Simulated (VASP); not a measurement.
# YGe2S3 (P6mm) in VASP: a series of runs, part 2 of 2

VASP 6.6.1.

## Step 3: Relaxation of cell and atoms, PBE

This run uses another cell than the first one, of 20.62 Å³/atom.

File INCAR:

```
SYSTEM = YGe2S3
  PREC = Accurate
  ENCUT = 600
  EDIFF = 1E-7
  ISMEAR = 0
  SIGMA = 0.1
  LREAL = .FALSE.
  LASPH = .TRUE.
  NELM = 100
  ALGO = Normal
  ISIF = 3
  LWAVE = .FALSE.
  LCHARG = .FALSE.
  GGA = PE
  IBRION = 2
  NSW = 90
  EDIFFG = -0.04
```

File KPOINTS:

```
regular mesh
0
G
  3 3 4
  0 0 0
```

File POSCAR:

```
YGe2S3
1.0
    5.8809153500      0.0000000000      0.0000000000
   -2.9404576700      5.0930220900      0.0000000000
    0.0000000000      0.0000000000      4.1305758800
Y Ge S
1 2 3
Direct
    0.0000000000      0.0000000000      0.8888130200
    0.6666666700      0.3333333300      0.9631379800
    0.3333333300      0.6666666700      0.9631379800
    0.5000000000      0.5000000000      0.4595159900
    0.5000000000      0.0000000000      0.4595159900
    0.0000000000      0.5000000000      0.4595159900
```

Potentials or basis: VASP PAW PBE potentials, release 64 (Y_sv, Ge_d, S).

Started as:

```
$ cat potpaw_PBE.64/Y_sv/POTCAR potpaw_PBE.64/Ge_d/POTCAR potpaw_PBE.64/S/POTCAR > POTCAR
$ mpirun -np 1 vasp_std > vasp.out
```

OUTCAR:

```text
SYSTEM = YGe2S3
   PREC = Accurate
   ENCUT = 600
   EDIFF = 1E-7
   ISMEAR = 0
   LREAL = .FALSE.
   LASPH = .TRUE.
   NELM = 100
   ISIF = 3
   GGA = PE
   IBRION = 2
   NSW = 90
   EDIFFG = -0.04

 ion  position               nearest neighbor table
   1  0.000  0.000  0.889-   2 3.41   3 3.41   3 3.41   2 3.41   2 3.41   3 3.41   6 3.43   6 3.43
                             5 3.43   5 3.43   4 3.43   4 3.43
   2  0.667  0.333  0.963-   5 2.66   6 2.66   4 2.66   5 2.69   6 2.69   4 2.69   1 3.41   1 3.41
                             1 3.41
   3  0.333  0.667  0.963-   5 2.66   6 2.66   4 2.66   5 2.69   6 2.69   4 2.69   1 3.41   1 3.41
                             1 3.41
   4  0.500  0.500  0.460-   2 2.66   3 2.66   2 2.69   3 2.69   1 3.43   1 3.43
   5  0.500  0.000  0.460-   2 2.66   3 2.66   2 2.69   3 2.69   1 3.43   1 3.43
   6  0.000  0.500  0.460-   2 2.66   3 2.66   2 2.69   3 2.69   1 3.43   1 3.43

  LATTYP: Found a hexagonal cell.
 ALAT       =     5.8809153500
 C/A-ratio  =     0.7023695520

[... 183 lines left out ...]
  in kB       22.6048358     22.6048357    -46.8930407      0.0000000     -0.0000000      0.0000000
  external PRESSURE =      -0.5611231 kB  Pullay stress =       0.0000000 kB
[... 784 lines left out ...]
     33       7.3690      0.00000
     34       7.3690      0.00000

[... ionic steps 4 to 34 ...]

--------------------------------------- Ionic step       35  -------------------------------------------

 number of electron      57.0000028 magnetization

------------------------ aborting loop because EDIFF is reached ----------------------------------------
[... 75 lines left out ...]
--------------------------------------- Ionic step       37  -------------------------------------------

 number of electron      57.0000029 magnetization

 Free energy of the ion-electron system (eV)
  ---------------------------------------------------
  ext. energy  EPLUGINS =         0.00000000
  ---------------------------------------------------
  free energy    TOTEN  =       -29.89261262 eV

  energy without entropy =      -29.85988670  energy(sigma->0) =      -29.87624966

 E-fermi :   4.0090     XC(G=0):  -9.2147

 val. band max:        3.9765264953   @ k =   0.3333   0.0000   0.2500
 cond. band min:       4.0182236891   @ k =   0.0000   0.0000   0.2500
 fundamental gap:      0.0416971938
 Fermi energy:         4.0089918052
[... 364 lines left out ...]
  FREE ENERGIE OF THE ION-ELECTRON SYSTEM (eV)
  ---------------------------------------------------
  free  energy   TOTEN  =       -29.8926126218 eV

  energy  without entropy=      -29.8598867038  energy(sigma->0) =      -29.87624966

 reached required accuracy - stopping structural energy minimisation
```

OSZICAR:

```text
N       E                     dE             d eps       ncg     rms          rms(c)
DAV:   1     0.567822154350E+03    0.56782E+03   -0.28725E+04   750   0.346E+03
DAV:   2     0.786696251989E+02   -0.48915E+03   -0.47885E+03   612   0.838E+02
DAV:   3    -0.212561369521E+02   -0.99926E+02   -0.97561E+02   758   0.206E+02
[... 462 lines left out ...]
DAV:   5    -0.298926042491E+02   -0.60172E-05   -0.29209E-04   862   0.128E-01    0.331E-02
DAV:   6    -0.298926084225E+02   -0.41734E-05   -0.25323E-05   930   0.338E-02    0.185E-02
DAV:   7    -0.298926117009E+02   -0.32784E-05   -0.46359E-06   784   0.190E-02    0.569E-03
DAV:   8    -0.298926126192E+02   -0.91825E-06   -0.83902E-07   792   0.949E-03    0.216E-03
DAV:   9    -0.298926126218E+02   -0.26557E-08   -0.13821E-07   476   0.331E-03
  37 F= -.29892613E+02 E0= -.29876250E+02  d E =-.564269E-02
```

Run time: 13 min. Hardware: 1 thread of Intel Xeon 6975P-C (Granite Rapids), shared host; peak memory 0.35 GiB.

What came out:

```
Free energy                           : -29.8926 eV
Relaxed volume                        : 25.31 Å³/atom
Relaxed cell                          : a = 6.351 Å, b = 6.351 Å, c = 4.348 Å, α = 90.00°, β = 90.00°, γ = 120.00°
Space group after relaxing (to 0.1 Å) : P6mm (No. 183)
Energy gained by relaxing             : 523.4 meV/atom
Ionic steps                           : 37
Pressure after relaxing               : 0.0 GPa
Largest force after relaxing          : 0.005 eV/Å
Band gap on the k mesh                : zero (an odd number of electrons rules out a gap without spin polarisation)
```

Forces in eV/Å, atoms in the order of the input:
```
Y    0.000  0.000  0.003
Ge   0.000  0.000 -0.005
Ge   0.000  0.000 -0.005
S    0.000  0.000  0.003
S    0.000  0.000  0.003
S    0.000  0.000  0.003
```

The path:
```
step  energy change (eV)  largest force (eV/Å)  pressure (GPa)  volume (Å³)
   1              0.0000                0.4817           -0.06       123.72
   2             -0.2170                0.5688            0.97       123.51
   3             -1.2643                0.7757            2.36       121.93
   4              0.8209                0.6657           14.83       114.04
   5             -1.4071                0.6376            4.28       120.67
   6             -1.4814                0.6540            2.88       124.65
   7             -1.4872                0.6553            2.25       126.36
   8             -1.5579                0.7233            0.48       129.36
   9             -1.5800                0.7782           -0.99       132.18
  10             -1.6095                0.8277           -0.82       131.57
  11             -1.6932                0.9601           -0.29       129.73
  12             -1.8228                1.1474            1.10       126.04
  13             -1.8072                1.0845            5.74       118.57
  14             -1.8797                1.2108            2.81       122.87
  15             -1.8940                1.2061            2.86       122.82
  16             -1.9364                1.1861            3.01       122.68
  17             -2.0168                1.1184            3.32       122.38
  18             -2.1487                0.8874            3.97       121.78
  19             -2.2353                0.2927            5.30       120.55
  20             -2.4340                0.3937            3.45       123.77
  21             -2.6266                0.6113           -0.99       133.67
  22             -2.6350                0.5829           -0.39       132.05
  23             -2.6722                0.5372           -0.01       131.43
  24             -2.7174                0.3161            1.32       129.71
  25             -2.7510                0.2954            0.83       131.52
  26             -2.8079                0.1547            0.02       137.03
  27             -2.8597                0.1451            0.15       138.41
  28             -2.9949                0.0209            0.22       142.43
  29             -3.0916                0.5840            0.84       150.04
  30             -3.0973                0.3265           -1.29       157.28
  31             -3.1197                0.2528           -0.34       153.83
  32             -3.1276                0.2208            0.06       152.28
  33             -3.1288                0.2041            0.27       151.50
  34             -3.1339                0.1408           -0.07       152.09
  35             -3.1347                0.1285           -0.26       152.44
  36             -3.1378                0.0886           -0.17       152.25
  37             -3.1404                0.0055            0.00       151.87
```

Final structure:
```
CELL_PARAMETERS angstrom
6.35097 0.00000 0.00000
-3.17548 5.50010 0.00000
0.00000 0.00000 4.34776
ATOMIC_POSITIONS crystal
Y 0.00000 0.00000 0.54891
Ge 0.66667 0.33333 0.93529
Ge 0.33333 0.66667 0.93529
S 0.50000 0.50000 0.59138
S 0.50000 0.00000 0.59138
S 0.00000 0.50000 0.59138
```

Caveat: the k points lie up to 0.38 Å⁻¹ apart in the final cell, too coarse for converged energies and pressures of a metal; the volume moved by over 15 % at a fixed basis, so the end points are rough.

The gap in the log of VASP goes by the Fermi energy; the results here count the filled bands.